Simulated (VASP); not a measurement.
# ClO (Pm-3m) in VASP: elastic constants with PBEsol

Aim: the elastic constants of ClO with PBEsol.

Everything below comes from runs of VASP 6.6.1. Logs are shortened: lines on timing, memory, paths and dates and some standing lists are left out, and cuts for length are marked.

### Step 1. The cell of the first run

The structure is cubic, space group Pm-3m (No. 221). The conventional cell has a = 3.185 Å, b = 3.185 Å, c = 3.185 Å, α = 90.00°, β = 90.00°, γ = 90.00°. Within 3.6 Å of Cl (site symmetry m-3m) lie 8 O at 2.76 Å and 6 Cl at 3.19 Å. Within 3.6 Å of O (site symmetry m-3m) lie 8 Cl at 2.76 Å and 6 O at 3.19 Å.

### Step 2. Elastic constants, PBEsol

INCAR

```
SYSTEM = ClO
  PREC = Accurate
  ENCUT = 600
  EDIFF = 1E-8
  ISMEAR = -1
  SIGMA = 0.1
  LREAL = .FALSE.
  LASPH = .TRUE.
  NELM = 100
  ALGO = Normal
  ISIF = 3
  LWAVE = .FALSE.
  LCHARG = .FALSE.
  GGA = PS
  NBANDS = 14
  IBRION = 6
  NFREE = 2
  POTIM = 0.015
  NSW = 1
```

KPOINTS

```
regular mesh
0
G
  14 14 14
  0 0 0
```

POSCAR

```
ClO
1.0
    3.1852167900      0.0000000000      0.0000000000
    0.0000000000      3.1852167900      0.0000000000
    0.0000000000      0.0000000000      3.1852167900
Cl O
1 1
Direct
    0.0000000000      0.0000000000      0.0000000000
    0.5000000000      0.5000000000      0.5000000000
```

Potentials or basis: VASP PAW PBE potentials, release 64 (Cl, O).

The run is started by

```console
> cat potpaw_PBE.64/Cl/POTCAR potpaw_PBE.64/O/POTCAR > POTCAR
> mpirun -np 1 vasp_std > vasp.out
```

OUTCAR:

```text
SYSTEM = ClO
   PREC = Accurate
   ENCUT = 600
   EDIFF = 1E-8
   ISMEAR = -1
   LREAL = .FALSE.
   LASPH = .TRUE.
   NELM = 100
   ISIF = 3
   GGA = PS
   IBRION = 6
   NFREE = 2
   POTIM = 0.015
   NSW = 1

 ion  position               nearest neighbor table
   1  0.000  0.000  0.000-
   2  0.500  0.500  0.500-

  LATTYP: Found a simple cubic cell.
 ALAT       =     3.1852167900

  Lattice vectors:

 A1 = (   3.1852167900,   0.0000000000,   0.0000000000)
 A2 = (   0.0000000000,   3.1852167900,   0.0000000000)
 A3 = (   0.0000000000,   0.0000000000,   3.1852167900)

Analysis of symmetry for initial positions (statically):
=====================================================================
 Subroutine PRICEL returns:
 Original cell was already a primitive cell.

 Routine SETGRP: Setting up the symmetry group for a
 simple cubic supercell.

 Subroutine GETGRP returns: Found 48 space group operations
 (whereof 48 operations were pure point group operations)
 out of a pool of 48 trial point group operations.

The static configuration has the point symmetry O_h .

Analysis of symmetry for dynamics (positions and initial velocities):
=====================================================================
 Subroutine PRICEL returns:
 Original cell was already a primitive cell.

 Routine SETGRP: Setting up the symmetry group for a
 simple cubic supercell.

 Subroutine GETGRP returns: Found 48 space group operations
 (whereof 48 operations were pure point group operations)
 out of a pool of 48 trial point group operations.

The dynamic configuration has the point symmetry O_h .

 Subroutine INISYM returns: Found 48 space group operations
 (whereof 48 operations are pure point group operations),
 and found     1 'primitive' translations

----------------------------------------------------------------------------------------

                                     Primitive cell

  volume of cell :      32.3160

  direct lattice vectors                    reciprocal lattice vectors
     3.185216790  0.000000000  0.000000000     0.313950373  0.000000000  0.000000000
     0.000000000  3.185216790  0.000000000     0.000000000  0.313950373  0.000000000
     0.000000000  0.000000000  3.185216790     0.000000000  0.000000000  0.313950373

  length of vectors
     3.185216790  3.185216790  3.185216790     0.313950373  0.313950373  0.313950373

  position of ions in fractional coordinates (direct lattice)
     0.000000000  0.000000000  0.000000000
     0.500000000  0.500000000  0.500000000

  ion indices of the primitive-cell ions
   primitive index   ion index
                 1           1
                 2           2

----------------------------------------------------------------------------------------

 KPOINTS: regular mesh

Automatic generation of k-mesh.
 Grid dimensions read from file:
 generate k-points for:   14   14   14

 Generating k-lattice:

  Cartesian coordinates                     Fractional coordinates (reciprocal lattice)
     0.022425027  0.000000000  0.000000000     0.071428571  0.000000000  0.000000000
     0.000000000  0.022425027  0.000000000     0.000000000  0.071428571  0.000000000
     0.000000000  0.000000000  0.022425027     0.000000000  0.000000000  0.071428571

  Length of vectors
     0.022425027  0.022425027  0.022425027

  Shift w.r.t. Gamma in fractional coordinates (k-lattice)
     0.000000000  0.000000000  0.000000000

 Subroutine IBZKPT returns following result:
 ===========================================

 Found    120 irreducible k-points:

 Following reciprocal coordinates:
[... 100 lines left out ...]
  -------------------------------------------------------------------------------------
  Total       -2.7044876     -2.7044876     -2.7044876      0.0000000      0.0000000      0.0000000
  in kB     -134.0845055   -134.0845055   -134.0845055      0.0000000      0.0000000      0.0000000
  external PRESSURE =    -134.0845055 kB  Pullay stress =       0.0000000 kB
[... 89 lines left out ...]
  FREE ENERGIE OF THE ION-ELECTRON SYSTEM (eV)
  ---------------------------------------------------
  free  energy   TOTEN  =        -3.5807065120 eV

  energy  without entropy=       -3.4620485794  energy(sigma->0) =       -3.52137755

 E-fermi :   0.5087     XC(G=0):  -9.9846

 val. band max:        0.5049624449   @ k =   0.4286   0.2143   0.4286
 cond. band min:       0.5100279632   @ k =  -0.5000   0.2143   0.4286
 fundamental gap:      0.0050655183
 Fermi energy:         0.5087443973

 k-point     1 :       0.0000    0.0000    0.0000
  band No.  band energies     occupation
      1     -16.3042      2.00000
      2     -13.1030      2.00000
      3      -1.6372      2.00000
      4      -1.4903      2.00000
      5      -1.4903      2.00000
      6       1.3530      0.00043
      7       1.3707      0.00036
      8       1.3707      0.00036
      9      10.2692      0.00000
     10      10.3695      0.00000
     11      11.2323      0.00000
     12      18.3783      0.00000
     13      18.3783      0.00000
     14      18.5851      0.00000
[... 379 lines left out ...]
      3      -2.9260      2.00000
      4      -1.8534      2.00000
      5      -0.5964      1.99997
      6      -0.0567      1.99302
      7       0.4682      1.20003
      8       1.0005      0.01452
      9      12.1170      0.00000
     10      12.9841      0.00000
     11      14.4816      0.00000
     12      15.8303      0.00000
     13      16.8362      0.00000
     14      17.0213      0.00000

 [... further k-points ...]

[... ionic steps 4 to 14 ...]

--------------------------------------- Ionic step       15  -------------------------------------------

 number of electron      12.9999997 magnetization

------------------------ aborting loop because EDIFF is reached ----------------------------------------
[... 67 lines left out ...]
--------------------------------------- Ionic step       17  -------------------------------------------

 number of electron      12.9999998 magnetization

 Free energy of the ion-electron system (eV)
  ---------------------------------------------------
  ext. energy  EPLUGINS =         0.00000000
  ---------------------------------------------------
  free energy    TOTEN  =        -3.54138743 eV

  energy without entropy =       -3.42005329  energy(sigma->0) =       -3.48072036

 E-fermi :   0.6655     XC(G=0): -10.0592

 val. band max:        0.6652478413   @ k =   0.3571   0.2143   0.0000
 cond. band min:       0.6656331658   @ k =   0.0000   0.3571   0.2143
 fundamental gap:      0.0003853245
 Fermi energy:         0.6655477807

 k-point     1 :       0.0000    0.0000    0.0000
  band No.  band energies     occupation
      1     -16.2336      2.00000
      2     -12.9527      2.00000
      3      -1.4306      2.00000
      4      -1.4306      2.00000
      5      -1.4297      2.00000
      6       1.5430      0.00031
      7       1.5440      0.00031
      8       1.5440      0.00031
      9      10.4283      0.00000
     10      10.4296      0.00000
     11      11.5107      0.00000
     12      18.6486      0.00000
     13      18.6492      0.00000
     14      18.6492      0.00000
[... 420 lines left out ...]
  FREE ENERGIE OF THE ION-ELECTRON SYSTEM (eV)
  ---------------------------------------------------
  free  energy   TOTEN  =        -3.5413874280 eV

  energy  without entropy=       -3.4200532876  energy(sigma->0) =       -3.48072036

 INTERNAL STRAIN TENSORS FROM STRAINED CELLS
 ============================================

 INTERNAL STRAIN TENSOR FOR ION    1 for displacements in x,y,z  (eV/Angst):
          X           Y           Z          XY          YZ          ZX
  --------------------------------------------------------------------------------
  x     0.00000     0.00000     0.00000     0.00000     0.00000     0.00000
  y     0.00000     0.00000     0.00000     0.00000     0.00000     0.00000
  z     0.00000     0.00000     0.00000     0.00000     0.00000     0.00000

 INTERNAL STRAIN TENSORS FROM DISPLACED ATOMS
 ============================================

 INTERNAL STRAIN TENSOR FOR ION    1 for displacements in x,y,z  (eV/Angst):
          X           Y           Z          XY          YZ          ZX
  --------------------------------------------------------------------------------
  x     0.00000     0.00000     0.00000     0.00000     0.00000     0.00000
  y     0.00000     0.00000     0.00000     0.00000     0.00000     0.00000
  z     0.00000     0.00000     0.00000     0.00000     0.00000     0.00000

 INTERNAL STRAIN TENSOR FOR ION    2 for displacements in x,y,z  (eV/Angst):
          X           Y           Z          XY          YZ          ZX
  --------------------------------------------------------------------------------
  x     0.00000     0.00000     0.00000     0.00000     0.00000     0.00000
  y     0.00000     0.00000     0.00000     0.00000     0.00000     0.00000
  z     0.00000     0.00000     0.00000     0.00000     0.00000     0.00000

 Eigenvectors and eigenvalues of the dynamical matrix
 ----------------------------------------------------

   1 f  =    0.005967 THz     0.037494 2PiTHz    0.199048 cm-1     0.024679 meV
             X         Y         Z           dx          dy          dz
      0.000000  0.000000  0.000000    -0.761483    0.331400    0.000000
      1.592608  1.592608  1.592608    -0.510785    0.222296    0.000000
[... 21 lines left out ...]
   6 f/i=    8.544340 THz    53.685673 2PiTHz  285.008511 cm-1    35.336536 meV
             X         Y         Z           dx          dy          dz
      0.000000  0.000000  0.000000    -0.557061    0.000000    0.000000
      1.592608  1.592608  1.592608     0.830472   -0.000000    0.000000

--------------------------------------------------------------------------------------------------------

 ELASTIC MODULI CONTR FROM IONIC RELAXATION (kBar)
 Direction    XX          YY          ZZ          XY          YZ          ZX
 --------------------------------------------------------------------------------
 XX           0.0000      0.0000      0.0000      0.0000      0.0000      0.0000
 YY           0.0000      0.0000      0.0000      0.0000      0.0000      0.0000
 ZZ           0.0000      0.0000      0.0000      0.0000      0.0000      0.0000
 XY           0.0000      0.0000      0.0000      0.0000      0.0000      0.0000
 YZ           0.0000      0.0000      0.0000      0.0000      0.0000      0.0000
 ZX           0.0000      0.0000      0.0000      0.0000      0.0000      0.0000
 --------------------------------------------------------------------------------

 TOTAL ELASTIC MODULI (kBar)
 Direction    XX          YY          ZZ          XY          YZ          ZX
 --------------------------------------------------------------------------------
 XX         510.9306     43.8461     43.8461      0.0000     -0.0000     -0.0000
 YY          43.8461    510.9306     43.8461      0.0000      0.0000     -0.0000
 ZZ          43.8461     43.8461    510.9306     -0.0000     -0.0000     -0.0000
 XY           0.0000      0.0000     -0.0000   -881.0248      0.0000      0.0000
 YZ          -0.0000      0.0000     -0.0000      0.0000   -881.0248      0.0000
 ZX          -0.0000     -0.0000     -0.0000      0.0000      0.0000   -881.0248
 --------------------------------------------------------------------------------
```

Run time: 57 min. Hardware: 1 thread of Intel Xeon Platinum 8259CL at 2.50GHz (Skylake/Cascade Lake), shared host; peak memory 0.72 GiB.

What came out:

```
Elastic constants C11, C12, C44                         : 51, 4, -88 GPa
Voigt bulk modulus                                      : 20 GPa
Highest phonon frequency at Γ, LO-TO splitting left out : 0 cm⁻¹
Most unstable mode                                      : 285i cm⁻¹
```

Phonon frequencies in cm⁻¹ (negative: imaginary):
```
              q point           frequencies
(0.000, 0.000, 0.000)  -285 -285 -285 0 0 0
```

Elastic tensor in Voigt notation (GPa, in the Cartesian axes of the cell as first typed):
```
 51   4   4   0   0   0
  4  51   4   0   0   0
  4   4  51   0   0   0
  0   0   0 -88   0   0
  0   0   0   0 -88   0
  0   0   0   0   0 -88
```

Clamped-ion elastic tensor (GPa):
```
 51   4   4   0   0   0
  4  51   4   0   0   0
  4   4  51   0   0   0
  0   0   0 -88   0   0
  0   0   0   0 -88   0
  0   0   0   0   0 -88
```

Caveat: the cell is under stress, which shifts elastic constants; some modes are imaginary; the elastic tensor has a negative eigenvalue, so either the cell is unstable as it stands or the mesh is too thin; the PAW data sets were made with another functional, which shifts forces and pressure a little.
